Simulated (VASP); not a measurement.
# In2Sb (P6_3/mmc) in VASP: further runs

Runs on In2Sb. Level: PBEsol. Tasks: relaxation of shape and atoms at fixed volume, single point.

Program: VASP 6.6.1. These are calculated values, not measurements. Logs are shortened: lines on timing, memory, paths and dates and some standing lists are left out, and cuts for length are marked.

### 1 The cell of the first run

The structure is hexagonal, space group P6_3/mmc (No. 194). Conventional cell: a = 5.500 Å, b = 5.500 Å, c = 6.612 Å, α = 90.00°, β = 90.00°, γ = 120.00°. In (site symmetry -6m2) has 5 Sb at 3.18 to 3.31 Å and 6 In at 3.58 Å within 4.2 Å. Within 4.3 Å of In (site symmetry -3m) lie 8 In at 3.31 to 3.58 Å and 6 Sb at 3.58 Å. Sb (site symmetry -6m2) has 11 In at 3.18 to 3.58 Å within 4.2 Å.

### 2 Relaxation of shape and atoms at fixed volume, PBEsol (28.87 Å³/atom)

INCAR

```
SYSTEM = In2Sb
ALGO     = Fast           ! electronic algorithm
EDIFF    = 1E-6           ! SCF threshold, eV
EDIFFG   = -0.01          ! ionic threshold
ENCUT    = 600            ! plane-wave cutoff, eV
GGA      = PS             ! functional
IBRION   = 2              ! ionic algorithm
ISIF     = 4              ! what is computed and relaxed
ISMEAR   = 0              ! smearing method
LASPH    = .TRUE.         ! aspherical terms in the spheres
LCHARG   = .FALSE.        ! write CHGCAR
LREAL    = .FALSE.        ! projectors in reciprocal space
LWAVE    = .FALSE.        ! write WAVECAR
NELM     = 100            ! most SCF steps
NSW      = 50             ! ionic steps
PREC     = Accurate       ! precision mode
SIGMA    = 0.1            ! smearing width, eV
```

KPOINTS

```
k-points
0
G
  12 12 6
  0 0 0
```

POSCAR

```
In2Sb
1.0
    5.4999669151      0.0000000000      0.0000000000
   -2.7499834576      4.7631110685      0.0000000000
    0.0000000000      0.0000000000      6.6124813142
In Sb
4 2
Direct
    0.6666666667      0.3333333333      0.2500000000
    0.3333333333      0.6666666667      0.7500000000
    0.0000000000      0.0000000000      0.5000000000
    0.0000000000      0.0000000000      0.0000000000
    0.6666666667      0.3333333333      0.7500000000
    0.3333333333      0.6666666667      0.2500000000
```

Potentials or basis: VASP PAW PBE potentials, release 64 (In_d, Sb).

On the command line:

```
$ cat potpaw_PBE.64/In_d/POTCAR potpaw_PBE.64/Sb/POTCAR > POTCAR
$ mpirun -np 1 vasp_std > vasp.out
```

OUTCAR:

```text
SYSTEM = In2Sb
   EDIFF = 1E-6
   EDIFFG = -0.01
   ENCUT = 600
   GGA = PS
   IBRION = 2
   ISIF = 4
   ISMEAR = 0
   LASPH = .TRUE.
   LREAL = .FALSE.
   NELM = 100
   NSW = 50
   PREC = Accurate

 ion  position               nearest neighbor table
   1  0.667  0.333  0.250-   6 3.18   6 3.18   6 3.18   5 3.31   5 3.31   3 3.58   4 3.58   3 3.58
                             4 3.58   3 3.58   4 3.58
   2  0.333  0.667  0.750-   5 3.18   5 3.18   5 3.18   6 3.31   6 3.31   3 3.58   4 3.58   4 3.58
                             3 3.58   4 3.58   3 3.58
   3  0.000  0.000  0.500-   4 3.31   4 3.31   1 3.58   5 3.58   6 3.58   2 3.58   1 3.58   5 3.58
                             2 3.58   6 3.58   1 3.58   5 3.58   2 3.58   6 3.58
   4  0.000  0.000  0.000-   3 3.31   3 3.31   1 3.58   5 3.58   6 3.58   2 3.58   1 3.58   5 3.58
                             2 3.58   6 3.58   1 3.58   5 3.58   2 3.58   6 3.58
   5  0.667  0.333  0.750-   2 3.18   2 3.18   2 3.18   1 3.31   1 3.31   3 3.58   4 3.58   3 3.58
                             4 3.58   3 3.58   4 3.58
   6  0.333  0.667  0.250-   1 3.18   1 3.18   1 3.18   2 3.31   2 3.31   3 3.58   4 3.58   4 3.58
                             3 3.58   4 3.58   3 3.58

  LATTYP: Found a hexagonal cell.
 ALAT       =     5.4999669151
 C/A-ratio  =     1.2022765621

  Lattice vectors:

 A1 = (   5.4999669151,   0.0000000000,   0.0000000000)
 A2 = (  -2.7499834576,   4.7631110685,   0.0000000000)
 A3 = (   0.0000000000,   0.0000000000,   6.6124813142)

Analysis of symmetry for initial positions (statically):
=====================================================================
 Subroutine PRICEL returns:
 Original cell was already a primitive cell.

 Routine SETGRP: Setting up the symmetry group for a
 hexagonal supercell.

 Subroutine GETGRP returns: Found 24 space group operations
 (whereof 12 operations were pure point group operations)
 out of a pool of 24 trial point group operations.

The static configuration has the point symmetry D_3d.
 The point group associated with its full space group is D_6h.

Analysis of symmetry for dynamics (positions and initial velocities):
=====================================================================
 Subroutine PRICEL returns:
 Original cell was already a primitive cell.

 Routine SETGRP: Setting up the symmetry group for a
 hexagonal supercell.

 Subroutine GETGRP returns: Found 24 space group operations
 (whereof 12 operations were pure point group operations)
 out of a pool of 24 trial point group operations.

The dynamic configuration has the point symmetry D_3d.
[... 118 lines left out ...]
   PSTRESS=    0.0 pullay stress
   NELECT =      62.0000    total number of electrons
   NUPDOWN=      -1.0000    fix difference up-down
   EMIN   =  10.00;   EMAX   =-10.00  energy-range for DOS
   EFERMI =   0.00;   METHOD = LEGACY
   ISMEAR =     0;   SIGMA  =   0.10  broadening in eV -4-tet -1-fermi 0-gaus
   EFERMI_NEDOS =   21; number of points for ismear=-14 and -15
   IALGO  =     68    algorithm
   IMIX   =      4    mixing-type and parameters
     AMIX     =   0.40;   BMIX     =  1.00
     AMIX_MAG =   1.60;   BMIX_MAG =  1.00
  volume/ion in A,a.u.               =      28.87       194.83
  Fermi-wavevector in a.u.,A,eV,Ry     =   1.162341  2.196506 18.381976  1.351037
  Thomas-Fermi vector in A             =   2.298903
   LORBIT       =      0    0 simple, 1 ext, 2 COOP (PROOUT), +10 PAW based schemes
   GGA     = PS    functional components
   LHFCALC =     F    Hartree Fock is set to
   AEXX    =    0.0000 exact exchange contribution
   IVDW    =     0    specifies the selected vdW correction
   LEPSILON=     F    determine dielectric tensor
   LRPA    =     F    only Hartree local field effects (RPA)
 conjugate gradient relaxation of ions
 non-spin polarized calculation
 RMM-DIIS sequential band-by-band and
 Gauss-broadening in eV      SIGMA  =   0.10
  energy-cutoff  :      600.00
  volume of cell :      173.23
 maximum number of plane-waves:      5818
 NGX is ok and might be reduce to    48
   NGX = 21   NGY = 21   NGZ = 27

--------------------------------------- Ionic step        1  -------------------------------------------

 number of electron      61.9999978 magnetization

 Free energy of the ion-electron system (eV)
  ---------------------------------------------------
  ext. energy  EPLUGINS =         0.00000000
  ---------------------------------------------------
  free energy    TOTEN  =       -20.91051292 eV

  energy without entropy =      -20.89618089  energy(sigma->0) =      -20.90334691

------------------------ aborting loop because EDIFF is reached ----------------------------------------

  FORCE on cell =-STRESS in cart. coord.  units (eV):
  Direction    XX          YY          ZZ          XY          YZ          ZX
  --------------------------------------------------------------------------------------
  -------------------------------------------------------------------------------------
  Total       -3.9329330     -3.9329330     -3.6816318      0.0000000      0.0000000      0.0000000
  in kB      -36.3757445    -36.3757445    -34.0514562      0.0000000      0.0000000      0.0000000
  external PRESSURE =     -35.6009818 kB  Pullay stress =       0.0000000 kB
[... 67 lines left out ...]
--------------------------------------- Ionic step        3  -------------------------------------------

 number of electron      61.9999982 magnetization

 Free energy of the ion-electron system (eV)
  ---------------------------------------------------
  ext. energy  EPLUGINS =         0.00000000
  ---------------------------------------------------
  free energy    TOTEN  =       -20.91102580 eV

  energy without entropy =      -20.89591158  energy(sigma->0) =      -20.90346869

 E-fermi :   6.6141     XC(G=0):  -9.9540

 val. band max:        6.6003303128   @ k =   0.3333   0.0000   0.3333
 cond. band min:       6.6177038179   @ k =   0.0833  -0.0000   0.3333
 fundamental gap:      0.0173735050
 Fermi energy:         6.6140527698

 k-point     1 :       0.0000    0.0000    0.0000
  band No.  band energies     occupation
      1      -7.9662      2.00000
      2      -7.9271      2.00000
      3      -7.9271      2.00000
      4      -7.8751      2.00000
      5      -7.8751      2.00000
      6      -7.8198      2.00000
[... 949 lines left out ...]
     36       9.9142      0.00000
     37      10.0963      0.00000

 [... further k-points ...]

------------------------ aborting loop because EDIFF is reached ----------------------------------------

  FORCE on cell =-STRESS in cart. coord.  units (eV):
  Direction    XX          YY          ZZ          XY          YZ          ZX
  --------------------------------------------------------------------------------------
  -------------------------------------------------------------------------------------
  Total       -3.8819623     -3.8819623     -3.8879388      0.0000000      0.0000000      0.0000000
  in kB      -35.9043158    -35.9043158    -35.9595921      0.0000000      0.0000000      0.0000000
  external PRESSURE =     -35.9227412 kB  Pullay stress =       0.0000000 kB
[... 21 lines left out ...]
  FREE ENERGIE OF THE ION-ELECTRON SYSTEM (eV)
  ---------------------------------------------------
  free  energy   TOTEN  =       -20.9110257978 eV

  energy  without entropy=      -20.8959115780  energy(sigma->0) =      -20.90346869

 reached required accuracy - stopping structural energy minimisation
```

Wall time 39 min (1 thread of Oxide Virtual Turin-like, shared host); peak memory 0.67 GiB.

What came out:

- Free energy: -20.9110 eV
- Energy gained by relaxing: 0.1 meV/atom
- Ionic steps: 3
- Pressure after relaxing: -3.6 GPa
- Band gap on the k mesh: zero (bands 31 and 32 overlap by 1.96 eV)

The path:
```csv
step,energy change (eV),largest force (eV/Å),pressure (GPa),volume (Å³)
1,0.0000,0.0000,-3.56,173.23
2,-0.0003,0.0000,-3.61,173.23
3,-0.0005,0.0000,-3.59,173.23
```

Final structure:
```xyz
6
Lattice="5.4888 0.0000 0.0000 -2.7444 4.7534 0.0000 0.0000 0.0000 6.6395" Properties=species:S:1:pos:R:3 pbc="T T T"
In    2.7444    1.5845    1.6599
In    0.0000    3.1689    4.9796
In    0.0000    0.0000    3.3198
In    0.0000    0.0000    6.6395
Sb    2.7444    1.5845    4.9796
Sb    0.0000    3.1689    1.6599
```

Caveat: the PAW data sets were made with another functional, which shifts forces and pressure a little; spin-orbit coupling is left out, which moves the levels of the heavy elements.

### 3 Single point, PBEsol

This run uses another cell than the first one, of 26.25 Å³/atom.

INCAR

```
  PREC = Accurate
  ENCUT = 520
  EDIFF = 1E-6
  ISMEAR = 0
  SIGMA = 0.15
  LREAL = False
  LASPH = True
  NELM = 100
  ALGO = Fast
  ISIF = 2
  LWAVE = False
  LCHARG = False
  GGA = PS
  NBANDS = 40
```

KPOINTS

```
Automatic mesh
0
Gamma
  12 12 8
```

POSCAR, as its differences from that of step 2:

```diff
@@ -2,5 +2,5 @@
 1.0
-    5.4999669151      0.0000000000      0.0000000000
-   -2.7499834576      4.7631110685      0.0000000000
-    0.0000000000      0.0000000000      6.6124813142
+    5.3333334348      0.0000000000      0.0000000000
+   -2.6666667174      4.6188022414      0.0000000000
+    0.0000000000      0.0000000000      6.3928489808
 In Sb
```

Potentials or basis: VASP PAW PBE potentials, release 64 (In_d, Sb).

On the command line:

```
$ cat potpaw_PBE.64/In_d/POTCAR potpaw_PBE.64/Sb/POTCAR > POTCAR
$ mpirun -np 1 vasp_std > vasp.out
```

Run time: 15 min. Hardware: 1 thread of Oxide Virtual Turin-like, shared host; peak memory 0.55 GiB.

Results (log left out):

```
Free energy            : -21.1181 eV
Pressure               : 0.1 GPa
Band gap on the k mesh : zero (bands 31 and 32 overlap by 2.23 eV)
```

Stress tensor (GPa, compression positive):
```
 0.18  0.00  0.00
 0.00  0.18  0.00
 0.00  0.00 -0.19
```

Levels at points of the mesh, in eV from the Fermi level:
```csv
k point,band 27,band 28,band 29,band 30,band 31,band 32,band 33,band 34,band 35,band 36
"(0.00, 0.00, 0.00)",-2.63,-1.98,-1.98,-1.29,-0.74,-0.28,-0.28,0.27,0.51,2.23
"(0.50, 0.00, 0.00)",-3.86,-3.78,-1.61,-1.56,-1.26,1.37,1.61,2.22,3.53,3.57
"(0.00, 0.00, 0.50)",-1.99,-1.99,-1.99,-1.99,-0.88,-0.88,-0.41,-0.41,-0.41,-0.41
"(0.50, 0.00, 0.50)",-3.30,-3.30,-0.30,-0.30,0.80,0.80,2.72,2.72,3.08,3.08
```

Caveat: the PAW data sets were made with another functional, which shifts forces and pressure a little; spin-orbit coupling is left out, which moves the levels of the heavy elements.

### 4 Single point, PBEsol (28.87 Å³/atom)

INCAR

```
SYSTEM = In2Sb
ALGO = Fast
EDIFF = 1E-6
ENCUT = 520
GGA = PS
ISIF = 2
ISMEAR = 0
LASPH = .TRUE.
LCHARG = .TRUE.
LELF = .TRUE.
LREAL = .FALSE.
LVHAR = .TRUE.
LWAVE = .FALSE.
NBANDS = 40
NELM = 60
PREC = Accurate
SIGMA = 0.1
```

KPOINTS

```
k-points
0
G
  12 12 6
  0 0 0
```

POSCAR, as its differences from that of step 3:

```diff
@@ -2,5 +2,5 @@
 1.0
-    5.3333334348      0.0000000000      0.0000000000
-   -2.6666667174      4.6188022414      0.0000000000
-    0.0000000000      0.0000000000      6.3928489808
+    5.4940507698      0.0000000000      0.0000000000
+   -2.7470253849      4.7579875363      0.0000000000
+    0.0000000000      0.0000000000      6.6267299860
 In Sb
```

On the command line:

```
$ cat potpaw_PBE.64/In_d/POTCAR potpaw_PBE.64/Sb/POTCAR > POTCAR
$ mpirun -np 1 vasp_std > vasp.out
```

Wall time 15 min (1 thread of Oxide Virtual Turin-like, shared host); peak memory 0.52 GiB.

It converged, with:

```
Free energy            : -20.9099 eV
Pressure               : -3.6 GPa
Band gap on the k mesh : zero (bands 31 and 32 overlap by 1.95 eV)
```

Stress tensor (GPa, compression positive):
```
-3.68  0.00  0.00
 0.00 -3.68  0.00
 0.00  0.00 -3.56
```

Levels at points of the mesh, in eV from the Fermi level:
```csv
k point,band 29,band 30,band 31,band 32,band 33,band 34
"(0.00, 0.00, 0.00)",-1.70,-1.66,-0.57,-0.15,-0.15,-0.03
"(0.50, 0.00, 0.00)",-1.54,-1.40,-1.17,1.38,1.46,2.02
"(0.00, 0.00, 0.50)",-1.76,-1.76,-0.77,-0.77,-0.18,-0.18
"(0.50, 0.00, 0.50)",-0.34,-0.34,0.76,0.76,2.35,2.35
```

Caveat: the cell stands under tension; the PAW data sets were made with another functional, which shifts forces and pressure a little; spin-orbit coupling is left out, which moves the levels of the heavy elements.

### 5 Single point, PBEsol (25.46 Å³/atom)

This run uses another cell than the first one, of 25.46 Å³/atom.

INCAR

```
SYSTEM = In2Sb
  PREC = Accurate
  ENCUT = 520
  EDIFF = 1E-6
  ISMEAR = 0
  SIGMA = 0.1
  LREAL = .FALSE.
  LASPH = .TRUE.
  NELM = 60
  ALGO = Fast
  ISIF = 2
  LWAVE = .FALSE.
  LCHARG = .FALSE.
  GGA = PS
  NBANDS = 40
```

KPOINTS

```
regular mesh
0
G
  12 12 6
  0 0 0
```

POSCAR, as its differences from that of step 4:

```diff
@@ -2,5 +2,5 @@
 1.0
-    5.4940507698      0.0000000000      0.0000000000
-   -2.7470253849      4.7579875363      0.0000000000
-    0.0000000000      0.0000000000      6.6267299860
+    5.2829931412      0.0000000000      0.0000000000
+   -2.6414965706      4.5752062683      0.0000000000
+    0.0000000000      0.0000000000      6.3198033859
 In Sb
```

On the command line:

```
$ cat potpaw_PBE.64/In_d/POTCAR potpaw_PBE.64/Sb/POTCAR > POTCAR
$ mpirun -np 1 vasp_std > vasp.out
```

Run time: 13 min. Hardware: 1 thread of Oxide Virtual Turin-like, shared host; peak memory 0.47 GiB.

It converged, with:

- Free energy: -21.0791 eV
- Pressure: 1.6 GPa
- Band gap on the k mesh: zero (bands 31 and 32 overlap by 2.41 eV)

Levels at points of the mesh, in eV from the Fermi level:
| k point | band 28 | band 29 | band 30 | band 31 | band 32 | band 33 | band 34 | band 35 |
| --- | --- | --- | --- | --- | --- | --- | --- | --- |
| (0.00, 0.00, 0.00) | -2.07 | -2.07 | -1.15 | -0.79 | -0.31 | -0.31 | 0.38 | 0.52 |
| (0.50, 0.00, 0.00) | -3.83 | -1.62 | -1.61 | -1.27 | 1.34 | 1.69 | 2.28 | 3.61 |
| (0.00, 0.00, 0.50) | -2.07 | -2.07 | -2.07 | -0.91 | -0.91 | -0.48 | -0.48 | -0.48 |
| (0.50, 0.00, 0.50) | -3.42 | -0.27 | -0.27 | 0.82 | 0.82 | 2.85 | 2.85 | 3.17 |

Caveat: the PAW data sets were made with another functional, which shifts forces and pressure a little; spin-orbit coupling is left out, which moves the levels of the heavy elements.

### 6 Single point, PBEsol (27.03 Å³/atom)

This run uses another cell than the first one, of 27.03 Å³/atom.

INCAR

```
SYSTEM = In2Sb
ALGO     = Fast           ! electronic algorithm
EDIFF    = 1E-7           ! SCF threshold, eV
ENCUT    = 520            ! plane-wave cutoff, eV
GGA      = PS             ! functional
ISIF     = 2              ! what is computed and relaxed
ISMEAR   = 0              ! smearing method
LASPH    = .True.         ! aspherical terms in the spheres
LCHARG   = .False.        ! write CHGCAR
LREAL    = .False.        ! projectors in reciprocal space
LWAVE    = .False.        ! write WAVECAR
NBANDS   = 40             ! bands
NELM     = 60             ! most SCF steps
PREC     = Accurate       ! precision mode
SIGMA    = 0.1            ! smearing width, eV
```

KPOINTS

```
k-points
0
Gamma
  12 12 6
  0 0 0
```

POSCAR, as its differences from that of step 5:

```diff
@@ -2,5 +2,5 @@
 1.0
-    5.2829931412      0.0000000000      0.0000000000
-   -2.6414965706      4.5752062683      0.0000000000
-    0.0000000000      0.0000000000      6.3198033859
+    5.3861421979      0.0000000000      0.0000000000
+   -2.6930710990      4.6645359718      0.0000000000
+    0.0000000000      0.0000000000      6.4561486545
 In Sb
```

Potentials or basis: VASP PAW PBE potentials, release 64 (In_d, Sb).

On the command line:

```
$ cat potpaw_PBE.64/In_d/POTCAR potpaw_PBE.64/Sb/POTCAR > POTCAR
$ mpirun -np 1 vasp_std > vasp.out
```

It took 17 min on 1 thread of Oxide Virtual Turin-like, shared host; peak memory 0.49 GiB.

It converged, with:

| Quantity | Value |
| --- | --- |
| Free energy | -21.0832 eV |
| Pressure | -1.4 GPa |
| Band gap on the k mesh | zero (bands 31 and 32 overlap by 2.19 eV) |

Stress tensor (GPa, compression positive):
```
-1.39  0.00  0.00
 0.00 -1.39  0.00
 0.00  0.00 -1.28
```

Levels at points of the mesh, in eV from the Fermi level:
```csv
k point,band 29,band 30,band 31,band 32,band 33,band 34
"(0.00, 0.00, 0.00)",-1.89,-1.41,-0.69,-0.23,-0.23,0.17
"(0.50, 0.00, 0.00)",-1.59,-1.50,-1.23,1.41,1.53,2.15
"(0.00, 0.00, 0.50)",-1.92,-1.92,-0.83,-0.83,-0.34,-0.34
"(0.50, 0.00, 0.50)",-0.29,-0.29,0.81,0.81,2.60,2.60
```

Caveat: the PAW data sets were made with another functional, which shifts forces and pressure a little; spin-orbit coupling is left out, which moves the levels of the heavy elements.

### 7 The runs side by side

| task | cell | k mesh | cutoff (eV) | smearing | gap on the mesh (eV) | pressure (GPa) |
| --- | --- | --- | --- | --- | --- | --- |
| relaxation of shape and atoms at fixed volume | relaxed from a = 5.500, b = 5.500, c = 6.612 Å, angles 90.0, 90.0, 120.0°, 6 atoms | 12 × 12 × 6 | 600 | gaussian 0.1 eV | none | -3.6 |
| single point | a = 5.333, b = 5.333, c = 6.393 Å, angles 90.0, 90.0, 120.0°, 6 atoms | 12 × 12 × 8 | 520 | gaussian 0.15 eV | none | 0.1 |
| single point | a = 5.494, b = 5.494, c = 6.627 Å, angles 90.0, 90.0, 120.0°, 6 atoms | 12 × 12 × 6 | 520 | gaussian 0.1 eV | none | -3.6 |
| single point | a = 5.283, b = 5.283, c = 6.320 Å, angles 90.0, 90.0, 120.0°, 6 atoms | 12 × 12 × 6 | 520 | gaussian 0.1 eV | none | 1.6 |
| single point | a = 5.386, b = 5.386, c = 6.456 Å, angles 90.0, 90.0, 120.0°, 6 atoms | 12 × 12 × 6 | 520 | gaussian 0.1 eV | none | -1.4 |

Alike in all rows: level PBEsol; potentials or basis VASP PAW PBE potentials, release 64 (In_d, Sb); no spin polarisation.

Caveats: the PAW data sets were made with another functional, which shifts forces and pressure a little; spin-orbit coupling is left out, which moves the levels of the heavy elements; the cell stands under tension (at least some runs).

Total energies depend on the potentials used, so only differences within one code and one set of settings carry meaning.

The gap in the log of VASP goes by the Fermi energy; the results here count the filled bands.